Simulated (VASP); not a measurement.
Runs of VASP 6.6.1 on AlN. The structure is that of space group Fm-3m (No. 225), or close to it. The cells are those of the table. 

```csv
cell,gap on the mesh (eV),pressure (GPa)
"a = 2.860, b = 2.803 Å, angles 60.7, 61.3, 60.7°, 2 atoms",3.84,0.2
"a = 2.860, b = 2.831 Å, angles 60.3, 60.7, 60.3°, 2 atoms",(b),0.1
"a = 2.831, b = 2.831, c = 2.860 Å, angles 61.0, 61.0, 60.7°, 2 atoms",4.20,0.1
"a = 2.832, b = 2.803, c = 2.861 Å, angles 61.3, 61.7, 61.0°, 2 atoms",(c),0.3
"a = 2.861, b = 2.774 Å, angles 61.0, 62.0, 61.0°, 2 atoms",3.39,0.5
"a = 2.832, b = 2.774, c = 2.861 Å, angles 61.7, 62.3, 61.3°, 2 atoms",(d),0.5
"a = 2.803, b = 2.803, c = 2.861 Å, angles 62.0, 62.0, 61.3°, 2 atoms",3.74,(a)
"a = 2.861, b = 2.746 Å, angles 61.3, 62.6, 61.3°, 2 atoms",2.93,0.9
```

Alike in all rows: task single point; level PBEsol; potentials or basis VASP PAW PBE potentials, release 64 (Al, N); no spin polarisation; k mesh 10 × 10 × 10; cutoff (eV) 520; smearing gaussian 0.05 eV.

Q: Fill in the values left out.

A: (a) 0.4; (b) 4.26; (c) 3.81; (d) 3.37.

Caveats: the PAW data sets were made with another functional, which shifts forces and pressure a little.

A k mesh can miss the band edges.
